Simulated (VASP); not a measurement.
Input of a VASP 6.6.1 run:

File INCAR:

```
PREC = Accurate ; ENCUT = 600
EDIFF = 1E-6 ; ISMEAR = -1
SIGMA = 0.05 ; LREAL = F
LASPH = T ; NELM = 120
ALGO = Normal ; ISIF = 2
LWAVE = F ; LCHARG = F
GGA = RE ; IVDW = 12
NBANDS = 11 ; GGA_COMPAT = F
```

File KPOINTS:

```
Automatic mesh
0
Gamma
  10 10 10
```

File POSCAR:

```
SiC
1.0
    0.0000000000      2.2217363401      2.2217363401
    2.2217363401      0.0000000000      2.2217363401
    2.2217363401      2.2217363401      0.0000000000
Si C
1 1
Direct
    0.0000000000      0.0000000000      0.0000000000
    0.7500000000      0.7500000000      0.7500000000
```

Potentials or basis: VASP PAW PBE potentials, release 64 (Si, C).

Command:

```sh
$ cat potpaw_PBE.64/Si/POTCAR potpaw_PBE.64/C/POTCAR > POTCAR
$ mpirun -np 1 vasp_std > vasp.out
```

(1) Predict the dispersion energy per atom.

(2) What does it give for the band gap on the k mesh?

(3) Predict the pressure.

## Answers

(1) -0.565 eV.

(2) 1.41 eV, indirect (least direct gap 4.48 eV).

(3) -15.1 GPa.

Caveat: the PAW data sets were made with another functional, which shifts forces and pressure a little.
